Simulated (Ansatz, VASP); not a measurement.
## C: VASP beside Ansatz

```
CELL_PARAMETERS angstrom
1.23255 0.71162 3.32474
-1.23255 0.71162 3.32474
0.00000 -1.42323 3.32474
ATOMIC_POSITIONS crystal
C 0.16655 0.16655 0.16655
C 0.83345 0.83345 0.83345
```

Alike in both runs: task relaxation of cell and atoms; functional PBE; dispersion D3(BJ); k mesh 15 × 15 × 15; occupations gaussian, width 0.02 eV; no spin polarisation.

|  | VASP | Ansatz |
| --- | --- | --- |
| version | VASP 6.6.1 | Ansatz 0.2.0 |
| potentials or method | VASP PAW PBE potentials, release 64 (C), cutoff 600 eV | scalar-relativistic, plane waves, PAW |
| valence electrons in the cell | 8 | 8 |

|  | VASP | Ansatz | Ansatz less VASP |
| --- | --- | --- | --- |
| gap on the k mesh at the Fermi level, each at its own relaxed structure (eV) | 0.69 | 0.65 | -0.040 |
| relaxed volume (Å³/atom) | 8.75 | 8.84 | +0.092 |
| relaxed cell length with the largest relative difference (Å) | 3.617 | 3.650 | +0.0328 |
